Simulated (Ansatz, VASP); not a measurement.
# One calculation of CaSe, two programs

The input INCAR:

```
SYSTEM = CaSe
PREC = Accurate ; ENCUT = 520
EDIFF = 1E-7 ; ISMEAR = -1
SIGMA = 0.02 ; LREAL = .FALSE.
LASPH = .TRUE. ; NELM = 60
ALGO = Normal ; ISIF = 2
LWAVE = .FALSE. ; LCHARG = .FALSE.
GGA = PE ; NBANDS = 15
```

Contents of KPOINTS:

```
Automatic mesh
0
G
  7 7 7
  0 0 0
```

POSCAR

```
CaSe
1.0
    0.0000000000      2.9311584894      2.9311584894
    2.9311584894      0.0000000000      2.9311584894
    2.9311584894      2.9311584894      0.0000000000
Ca Se
1 1
Direct
    0.0000000000      0.0000000000      0.0000000000
    0.5000000000      0.5000000000      0.5000000000
```

Input for Ansatz:

```yaml
crystal:
  lattice:
    - [0.0, 2.9311584894, 2.9311584894]
    - [2.9311584894, 0.0, 2.9311584894]
    - [2.9311584894, 2.9311584894, 0.0]
  atoms:
    - { symbol: Ca, position: [0.0, 0.0, 0.0] }
    - { symbol: Se, position: [0.5, 0.5, 0.5] }
kpoints:
  mp_grid: { grid: [7, 7, 7] }
scf:
  occupations: { method: fermi_dirac, width: 0.02 }
hamiltonian:
  xc: pbe
  pseudopotentials: { kind: all_electron, lapw: { basis_error: 0.00025 } }
output:
  forces: true
  stress: true
  eigenvalues: true
```

Change from the starting cell: volume scaled by 0.975.

Alike in both runs: task single point; functional PBE; k mesh 7 × 7 × 7; occupations fermi-dirac, width 0.02 eV; no spin polarisation.

|  | VASP | Ansatz |
| --- | --- | --- |
| version | VASP 6.6.1 | Ansatz 0.2.0 |
| potentials or method | VASP PAW PBE potentials, release 64 (Ca_sv, Se), cutoff 520 eV | all-electron LAPW, scalar-relativistic |

Ansatz gave:

- gap on the k mesh at the Fermi level (eV): 2.03
- pressure (GPa): 2.6

Task: What did VASP give for the same quantities?

Result: gap on the k mesh at the Fermi level (eV): 2.02; pressure (GPa): 2.8.

Ansatz ran all-electron here, and VASP with PAW potentials.
